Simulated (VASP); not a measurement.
# Al: relaxation of cell and atoms with PBEsol

Crystal: Al.

```
Al
1.0
     2.63000    0.00000    0.00000
     0.00000    2.63000    0.00000
     0.00000    0.00000    2.63000
Al
1
Cartesian
  0.0000 0.0000 0.0000
```

| Quantity | Value |
| --- | --- |
| Program | VASP 6.6.1 |
| Task | relaxation of cell and atoms |
| Functional | PBEsol |
| Potentials or basis | VASP PAW PBE potentials, release 64 (Al) |
| Cutoff | 600 eV |
| k mesh | 8 × 8 × 8 |
| Occupations | gaussian, width 0.05 eV |
| Spin | no spin polarisation |
| Dipole correction | no |
| Further INCAR settings | ALGO = Normal; EDIFF = 1e-06; IBRION = 2; EDIFFG = -0.02; NSW = 60; ISIF = 3 |

| Item | Value |
| --- | --- |
| Relaxed volume | 19.57 Å³/atom |
| Relaxed cell | a = 2.695 Å, b = 2.695 Å, c = 2.695 Å, α = 90.00°, β = 90.00°, γ = 90.00° |
| Space group after relaxing (to 0.05 Å) | Pm-3m (No. 221) |
| Energy gained by relaxing | 21.5 meV/atom |
| Ionic steps | 3 |
| Pressure after relaxing | 0.0 GPa |

Step by step:
```csv
step,energy change (eV),largest force (eV/Å),pressure (GPa),volume (Å³)
1,0.0000,0.0000,5.17,18.19
2,-0.0210,0.0000,-0.66,19.78
3,-0.0215,0.0000,-0.04,19.57
```

Final structure:
```
Al
1.0
     2.69500    0.00000    0.00000
     0.00000    2.69500    0.00000
     0.00000    0.00000    2.69500
Al
1
Direct
  0.00000 0.00000 0.00000
```

Levels at points of the mesh, in eV from the Fermi level:
| k point | band 1 | band 2 | band 3 | band 4 |
| --- | --- | --- | --- | --- |
| (0.00, 0.00, 0.00) | -9.75 | 8.02 | 8.02 | 9.30 |
| (0.50, 0.00, 0.00) | -5.27 | -4.24 | 10.64 | 12.94 |
| (0.50, 0.50, 0.00) | -0.59 | -0.59 | -0.20 | 2.07 |
| (0.50, 0.50, 0.50) | 2.93 | 2.93 | 2.93 | 5.55 |

It took 3.7 s on 1 thread of Intel(R) Xeon(R) Platinum 8488C (Sapphire Rapids), on a shared host, peak memory 0.13 GiB.

Caveat: the PAW data sets were made with another functional, which shifts forces and pressure a little.
